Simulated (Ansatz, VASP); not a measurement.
## Ca3CdF8 in VASP and in Ansatz

File INCAR:

```
SYSTEM = Ca3CdF8
PREC = Accurate ; ENCUT = 520
EDIFF = 1E-6 ; ISMEAR = -1
SIGMA = 0.02 ; LREAL = .FALSE.
LASPH = .TRUE. ; NELM = 80
ALGO = Normal ; ISIF = 2
LWAVE = .FALSE. ; LCHARG = .FALSE.
GGA = PE ; NBANDS = 61
```

Contents of KPOINTS:

```
regular mesh
0
G
  4 4 6
  0 0 0
```

The input POSCAR:

```
Ca3CdF8
1.0
    3.8394914381     -5.4268056679      0.0000000000
    3.8394914381      5.4268056679      0.0000000000
    0.0000000000      0.0000000000      3.8351402926
Ca F Cd
3 8 1
Direct
    0.0000000000      0.0000000000      0.0000000000
    0.5000000000      0.0000000000      0.5000000000
    0.0000000000      0.5000000000      0.5000000000
    0.3756615677      0.6243384323      0.5000000000
    0.1253653410      0.8746346590      0.5000000000
    0.8738459535      0.6242918058      0.0000000000
    0.6242918058      0.8738459535      0.0000000000
    0.3757081942      0.1261540465      0.0000000000
    0.1261540465      0.3757081942      0.0000000000
    0.8746346590      0.1253653410      0.5000000000
    0.6243384323      0.3756615677      0.5000000000
    0.5000000000      0.5000000000      0.0000000000
```

Input for Ansatz:

```yaml
crystal:
  lattice:
    - [3.8394914381, -5.4268056679, 0.0]
    - [3.8394914381, 5.4268056679, 0.0]
    - [0.0, 0.0, 3.8351402926]
  atoms:
    - { symbol: Ca, position: [0.0, 0.0, 0.0] }
    - { symbol: F, position: [0.3756615677, 0.6243384323, 0.5] }
    - { symbol: F, position: [0.125365341, 0.874634659, 0.5] }
    - { symbol: Ca, position: [0.5, 0.0, 0.5] }
    - { symbol: F, position: [0.8738459535, 0.6242918058, 0.0] }
    - { symbol: F, position: [0.6242918058, 0.8738459535, 0.0] }
    - { symbol: Ca, position: [0.0, 0.5, 0.5] }
    - { symbol: F, position: [0.3757081942, 0.1261540465, 0.0] }
    - { symbol: F, position: [0.1261540465, 0.3757081942, 0.0] }
    - { symbol: Cd, position: [0.5, 0.5, 0.0] }
    - { symbol: F, position: [0.874634659, 0.125365341, 0.5] }
    - { symbol: F, position: [0.6243384323, 0.3756615677, 0.5] }
kpoints:
  mp_grid: { grid: [4, 4, 6] }
  band_path:
    path:
      - [[0.0, 0.0, 0.0], [-0.5, 0.5, 0.0], [-0.3751407852406, 0.6248592147594, 0.0]]
      - [[0.3751407852406, 0.3751407852406, 0.0], [0.0, 0.0, 0.0], [0.0, 0.0, 0.5], [0.3751407852406, 0.3751407852406, 0.5]]
      - [[-0.3751407852406, 0.6248592147594, 0.5], [-0.5, 0.5, 0.5], [-0.5, 0.5, 0.0]]
      - [[0.0, 0.0, 0.0], [5.585892874258e-18, 0.5, 0.0], [5.585892874258e-18, 0.5, 0.5], [0.0, 0.0, 0.5], [-0.5, 0.5, 0.5]]
    npoints: 10
hamiltonian:
  xc: pbe
scf:
  occupations: { method: fermi_dirac, width: 0.02 }
  n_extra_bands: 7
output:
  forces: true
  stress: true
  eigenvalues: true
  write_density: true
  write_potential: true
  elf: true
  volumetric_format: npy
```

Alike in both runs: task single point; functional PBE; k mesh 4 × 4 × 6; occupations fermi-dirac, width 0.02 eV; no spin polarisation.

```csv
,VASP,Ansatz
version,VASP 6.6.1,Ansatz 0.2.0
potentials or method,"VASP PAW PBE potentials, release 64 (Ca_sv, F, Cd)","plane waves, PAW"
plane-wave cutoff (eV),520,420
valence electrons in the cell,98,106
```

VASP gave:

| Property | Result |
| --- | --- |
| gap on the k mesh at the Fermi level (eV) | 5.30 |
| pressure (GPa) | 4.3 |
| rms of the force components (eV/Å) | 0.039 |

Question: Estimate Ansatz's values.

Answer: gap on the k mesh at the Fermi level (eV): 5.33; pressure (GPa): 3.9; rms of the force components (eV/Å): 0.033.

VASP's potentials hold 98 valence electrons a cell and Ansatz's 106, so a difference there can come from the potentials and not from the codes.
